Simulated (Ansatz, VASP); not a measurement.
## Two plane-wave programs on Al

```xyz
1
Lattice="-1.6609 1.6609 1.6609 1.6609 -1.6609 1.6609 1.6609 1.6609 -1.6609" Properties=species:S:1:pos:R:3 pbc="T T T"
Al    0.0000    0.0000    0.0000
```

Alike in both runs: task single point; functional PBE; k mesh 15 × 15 × 15; occupations fermi-dirac, width 0.1 eV; no spin polarisation.

|  | VASP | Ansatz |
| --- | --- | --- |
| version | VASP 6.6.1 | Ansatz 0.2.0 |
| potentials or method | VASP PAW PBE potentials, release 64 (Al), cutoff 520 eV | plane waves (420 eV) with PAW, scalar-relativistic |
| valence electrons in the cell | 3 | 3 |

```csv
,VASP,Ansatz,Ansatz less VASP
pressure (GPa),-4.6,-4.6,+0.02
```
